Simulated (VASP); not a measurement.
Input of a VASP 6.6.1 run:

INCAR

```
ALGO = Normal
EDIFF = 1E-6
ENCUT = 520
GGA = PE
ISIF = 2
ISMEAR = -1
LASPH = True
LCHARG = False
LREAL = False
LWAVE = False
NBANDS = 19
NELM = 60
PREC = Accurate
SIGMA = 0.02
```

KPOINTS

```
k-points
0
Gamma
  7 7 7
```

Contents of POSCAR:

```
SrCl2
1.0
    0.0000000000      3.4855000000      3.4855000000
    3.4855000000      0.0000000000      3.4855000000
    3.4855000000      3.4855000000      0.0000000000
Sr Cl
1 2
Direct
    0.0000000000      0.0000000000      0.0000000000
    0.2500000000      0.2500000000      0.2500000000
    0.7500000000      0.7500000000      0.7500000000
```

Potentials or basis: VASP PAW PBE potentials, release 64 (Sr_sv, Cl).

Launch:

```bash
$ cat potpaw_PBE.64/Sr_sv/POTCAR potpaw_PBE.64/Cl/POTCAR > POTCAR
$ mpirun -np 1 vasp_std > vasp.out
```

Task: Estimate the band gap on the k mesh.

Result: 5.38 eV (least direct gap 5.69 eV).

Task: Predict the pressure.

Result: 1.2 GPa.

Caveat: an odd mesh through Γ misses points on the zone boundary, where band edges can lie.
